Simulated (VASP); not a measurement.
Crystal: MgO.

```xyz
4
Lattice="3.3078 0.0000 0.0000 -1.6539 2.8646 0.0000 0.0000 0.0000 4.9829" Properties=species:S:1:pos:R:3 pbc="T T T"
Mg    0.0000    1.9098    0.0108
Mg    1.6539    0.9549    2.5022
O     0.0000    1.9098    2.0053
O     1.6539    0.9549    4.4968
```

```yaml
Program: VASP 6.6.1
Task: relaxation of cell and atoms
Functional: LDA
Potentials_or_basis: VASP PAW LDA potentials, release 64 (Mg_sv, O)
Cutoff: 840 eV
k_mesh: 6 × 6 × 4
Occupations: gaussian, width 0.02 eV
Spin: no spin polarisation
```

At the start: pressure -3.8 GPa; volume 11.80 Å³/atom.

Problem. Where does the relaxation end?

Solution. Over 38 steps the energy falls by 65.2 meV/atom and the volume is 10.71 Å³/atom (-9.3 %); space group P6_3mc (No. 186, to 0.1 Å) before, P6_3/mmc (No. 194, to 0.1 Å).

The path:
| step | energy change (eV) | largest force (eV/Å) | pressure (GPa) | volume (Å³) |
| --- | --- | --- | --- | --- |
| 1 | 0.0000 | 0.0326 | -3.84 | 47.22 |
| 2 | -0.0150 | 0.0167 | 1.50 | 45.31 |
| 3 | -0.0174 | 0.0034 | 0.00 | 45.81 |
| 4 | -0.0174 | 0.0026 | -0.09 | 45.84 |
| 5 | -0.0174 | 0.0070 | -0.09 | 45.83 |
| 6 | -0.0174 | 0.0180 | -0.08 | 45.82 |
| 7 | -0.0174 | 0.0165 | -0.06 | 45.81 |
| 8 | -0.0175 | 0.0122 | 0.00 | 45.78 |
| 9 | -0.0175 | 0.0033 | 0.14 | 45.73 |
| 10 | -0.0175 | 0.0012 | 0.11 | 45.73 |
| 11 | -0.0176 | 0.0045 | 0.06 | 45.74 |
| 12 | -0.0176 | 0.0153 | -0.06 | 45.76 |
| 13 | -0.0176 | 0.0124 | -0.09 | 45.75 |
| 14 | -0.0177 | 0.0035 | -0.13 | 45.75 |
| 15 | -0.0177 | 0.0150 | -0.20 | 45.73 |
| 16 | -0.0177 | 0.0070 | -0.15 | 45.74 |
| 17 | -0.0178 | 0.0086 | -0.09 | 45.70 |
| 18 | -0.0178 | 0.0142 | 0.13 | 45.60 |
| 19 | -0.0178 | 0.0130 | 0.10 | 45.62 |
| 20 | -0.0178 | 0.0082 | 0.11 | 45.60 |
| 21 | -0.0179 | 0.0043 | 0.16 | 45.53 |
| 22 | -0.0179 | 0.0248 | 0.26 | 45.41 |
| 23 | -0.0185 | 0.0499 | 0.44 | 45.15 |
| 24 | -0.0266 | 0.0429 | 0.81 | 44.61 |
| 25 | -0.0950 | 0.1133 | 1.22 | 43.49 |
| 26 | -0.1843 | 0.5200 | 7.48 | 41.02 |
| 27 | -0.1611 | 0.2398 | 1.91 | 42.78 |
| 28 | -0.2351 | 0.1513 | 3.45 | 41.92 |
| 29 | -0.2395 | 0.0549 | 4.99 | 41.48 |
| 30 | -0.2424 | 0.0400 | 4.33 | 41.64 |
| 31 | -0.2542 | 0.0328 | 2.38 | 42.16 |
| 32 | -0.2600 | 0.0226 | -0.35 | 42.94 |
| 33 | -0.2600 | 0.0233 | -0.18 | 42.89 |
| 34 | -0.2604 | 0.0190 | -0.14 | 42.88 |
| 35 | -0.2609 | 0.0053 | 0.01 | 42.84 |
| 36 | -0.2609 | 0.0058 | 0.01 | 42.84 |
| 37 | -0.2609 | 0.0038 | 0.01 | 42.84 |
| 38 | -0.2609 | 0.0000 | 0.00 | 42.84 |

Final structure:
```yaml
crystal:
  lattice:
    - [3.45328, 0.00000, 0.00000]
    - [-1.72664, 2.99063, 0.00000]
    - [0.00000, 0.00000, 4.14843]
  atoms:
    - { symbol: Mg, position: [0.33333, 0.66667, 0.95231] }
    - { symbol: Mg, position: [0.66667, 0.33333, 0.45231] }
    - { symbol: O, position: [0.33333, 0.66667, 0.45229] }
    - { symbol: O, position: [0.66667, 0.33333, 0.95229] }
```

Caveat: a cell axis changed by over 15 % at a fixed basis, so the end point is rough.
